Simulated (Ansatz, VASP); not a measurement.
# One calculation of CdS, two programs

INCAR

```
PREC = Accurate
ENCUT = 520
EDIFF = 1E-6
ISMEAR = 0
SIGMA = 0.05
LREAL = F
LASPH = T
NELM = 100
ALGO = Normal
ISIF = 2
LWAVE = F
LCHARG = F
GGA = PE
NBANDS = 16
```

KPOINTS

```
regular mesh
0
Gamma
  8 8 8
```

POSCAR

```
CdS
1.0
    0.0000000000      2.6772000000      2.6772000000
    2.6772000000      0.0000000000      2.6772000000
    2.6772000000      2.6772000000      0.0000000000
Cd S
1 1
Direct
    0.0000000000      0.0000000000      0.0000000000
    0.7500000000      0.7500000000      0.7500000000
```

Input for Ansatz:

```yaml
crystal:
  lattice:
    - [0.0, 2.6772, 2.6772]
    - [2.6772, 0.0, 2.6772]
    - [2.6772, 2.6772, 0.0]
  atoms:
    - { symbol: Cd, position: [0.0, 0.0, 0.0] }
    - { symbol: S, position: [0.75, 0.75, 0.75] }
basis:
  ecutwfc: 420
kpoints:
  mp_grid: { grid: [8, 8, 8] }
hamiltonian:
  xc: pbe
scf:
  occupations: { method: gaussian, width: 0.05 }
output:
  forces: true
  stress: true
  eigenvalues: true
  write_density: true
  write_potential: true
  elf: true
  volumetric_format: npy
```

Change from the starting cell: strain -0.080 along x and y, -0.080 along z, atoms carried along.

Alike in both runs: task single point; functional PBE; k mesh 8 × 8 × 8; occupations gaussian, width 0.05 eV; no spin polarisation.

|  | VASP | Ansatz |
| --- | --- | --- |
| version | VASP 6.6.1 | Ansatz 0.2.0 |
| potentials or method | VASP PAW PBE potentials, release 64 (Cd, S), cutoff 520 eV | scalar-relativistic, plane waves, PAW |
| valence electrons in the cell | 18 | 26 |

VASP gave:

```
gap on the k mesh at the Fermi level (eV) : 1.64
least direct gap on the mesh (eV)         : 1.64
pressure (GPa)                            : 33.7
```

Q: Which values does Ansatz return?

A: gap on the k mesh at the Fermi level (eV): 1.61; least direct gap on the mesh (eV): 1.61; pressure (GPa): 32.6.

Both programs put the cell under a high pressure, so it lies far from rest at this level. VASP's potentials hold 18 valence electrons a cell and Ansatz's 26, so a difference there can come from the potentials and not from the codes.
